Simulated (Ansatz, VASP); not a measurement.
## One calculation of Fe, two programs

INCAR

```
SYSTEM = Fe
  PREC = Accurate
  ENCUT = 520
  EDIFF = 1E-6
  ISMEAR = -1
  SIGMA = 0.1
  LREAL = .False.
  LASPH = .True.
  NELM = 80
  ALGO = Normal
  ISIF = 2
  LWAVE = .False.
  LCHARG = .False.
  GGA = RE
  NBANDS = 24
```

The input KPOINTS:

```
Automatic mesh
0
Gamma
  16 16 5
  0 0 0
```

The input POSCAR:

```
Fe
1.0
    2.5583167957      0.0000000000      0.0000000000
   -1.2791583979      2.2155673360      0.0000000000
    0.0000000000      0.0000000000      8.2353189953
Fe
4
Direct
    1.0000000000      1.0000000000      0.0000000000
    1.0000000000      1.0000000000      0.5000000000
    0.3333333333      0.6666666667      0.2500000000
    0.6666666667      0.3333333333      0.7500000000
```

Input for Ansatz:

```yaml
crystal:
  lattice:
    - [2.5583167957, 0.0, 0.0]
    - [-1.2791583979, 2.215567336, 0.0]
    - [0.0, 0.0, 8.2353189953]
  atoms:
    - { symbol: Fe, position: [1.0, 1.0, 0.0] }
    - { symbol: Fe, position: [1.0, 1.0, 0.5] }
    - { symbol: Fe, position: [0.3333333333, 0.6666666667, 0.25] }
    - { symbol: Fe, position: [0.6666666667, 0.3333333333, 0.75] }
hamiltonian:
  xc: revpbe
  pseudopotentials:
    kind: paw
    azcp:
      Fe: "pseudopotentials/Fe.paw.azcp"
basis:
  ecutwfc: 420
  fft_grid_basis: typed
kpoints:
  mp_grid: { grid: [16, 16, 5], shift: [0, 0, 0] }
magnetization:
  spin_polarized: false
scf:
  occupations: { method: fermi_dirac, width: 0.1 }
  lower_state_search: "off"
output:
  stress: true
  write_density: true
  write_potential: true
  elf: true
  volumetric_format: npy
```

Alike in both runs: task single point; functional revPBE; k mesh 16 × 16 × 5; occupations fermi-dirac, width 0.1 eV; no spin polarisation.

|  | VASP | Ansatz |
| --- | --- | --- |
| version | VASP 6.6.1 | Ansatz 0.2.0 |
| potentials or method | VASP PAW PBE potentials, release 64 (Fe), cutoff 520 eV | plane waves (420 eV) with PAW, scalar-relativistic |
| valence electrons in the cell | 32 | 64 |

|  | VASP | Ansatz | Ansatz less VASP |
| --- | --- | --- | --- |
| pressure (GPa) | -23.7 | -23.6 | +0.09 |
| traceless stress, the component that is largest in VASP (GPa) | -0.35 | -0.31 | +0.045 |

VASP's potentials were made for PBE, not for revPBE. VASP's potentials hold 32 valence electrons a cell and Ansatz's 64, so a difference there can come from the potentials and not from the codes.
